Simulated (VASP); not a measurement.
Wanted: the native input for a VASP 6.6.1 run.

| Item | Value |
| --- | --- |
| Task | single point |
| Functional | PBE |
| Potentials or basis | VASP PAW PBE potentials, release 64 (Zn) |
| Cutoff | 520 eV |
| k mesh | 24 × 24 × 10 |
| Occupations | gaussian, width 0.15 eV |
| Spin | no spin polarisation |
| Dipole correction | no |
| Further INCAR settings | ALGO = Fast; EDIFF = 1e-07; NBANDS = 19 |

The structure of Zn lies in POSCAR:

```
Zn
1.0
    2.6647980532      0.0000000000      0.0000000000
   -1.3323990266      2.3077828100      0.0000000000
    0.0000000000      0.0000000000      5.1445680000
Zn
2
Direct
    0.3333333333      0.6666666667      0.2500000000
    0.6666666667      0.3333333333      0.7500000000
```

This cell differs from its parent crystal: strain +0.000 along x and y, +0.040 along z.

The input as run:

INCAR

```
SYSTEM = Zn
PREC     = Accurate       ! precision mode
ENCUT    = 520            ! plane-wave cutoff, eV
EDIFF    = 1E-7           ! SCF threshold, eV
ISMEAR   = 0              ! smearing method
SIGMA    = 0.15           ! smearing width, eV
LREAL    = .FALSE.        ! projectors in reciprocal space
LASPH    = .TRUE.         ! aspherical terms in the spheres
NELM     = 80             ! most SCF steps
ALGO     = Fast           ! electronic algorithm
ISIF     = 2              ! what is computed and relaxed
LWAVE    = .FALSE.        ! write WAVECAR
LCHARG   = .FALSE.        ! write CHGCAR
GGA      = PE             ! functional
NBANDS   = 19             ! bands
```

KPOINTS

```
regular mesh
0
G
  24 24 10
  0 0 0
```

Potentials or basis: VASP PAW PBE potentials, release 64 (Zn).

The run is started by

```bash
$ cat potpaw_PBE.64/Zn/POTCAR > POTCAR
$ mpirun -np 1 vasp_std > vasp.out
```

Results of the run:

```
Pressure               : -1.9 GPa
Band gap on the k mesh : zero (bands 12 and 13 overlap by 5.01 eV)
```

Caveat: the cell differs from its parent crystal (strain +0.000 along x and y, +0.040 along z).

It took 99 s on 1 thread of AMD EPYC 9R45 96-Core Processor (Zen 5), with other jobs on the host, peak memory 0.25 GiB.
